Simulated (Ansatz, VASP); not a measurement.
# Two plane-wave programs on MgSiSe3

```
CELL_PARAMETERS angstrom
4.86016 0.00000 0.00000
0.00000 4.86016 0.00000
0.00000 0.00000 4.86016
ATOMIC_POSITIONS crystal
Mg 0.00000 0.00000 0.00000
Si 0.50000 0.50000 0.50000
Se 0.00000 0.50000 0.50000
Se 0.50000 0.00000 0.50000
Se 0.50000 0.50000 0.00000
```

Alike in both runs: functional PBE; k mesh 8 × 8 × 8; occupations gaussian, width 0.1 eV; no spin polarisation.

Ansatz relaxed the structure, and its values are those at the end. VASP's run is a single point on that final structure, the one shown.

|  | VASP | Ansatz |
| --- | --- | --- |
| version | VASP 6.6.1 | Ansatz 0.2.0 |
| potentials or method | VASP PAW PBE potentials, release 64 (Mg, Si, Se), cutoff 520 eV | scalar-relativistic, plane waves, PAW |
| valence electrons in the cell | 24 | 62 |

|  | VASP | Ansatz | Ansatz less VASP |
| --- | --- | --- | --- |
| gap on the k mesh at the Fermi level (eV) | none | none | - |
| pressure (GPa) | 0.0 | 0.0 | -0.04 |

A gap of «none» marks a metal or a gap that the smearing closes. VASP's potentials hold 24 valence electrons a cell and Ansatz's 62, so a difference there can come from the potentials and not from the codes.
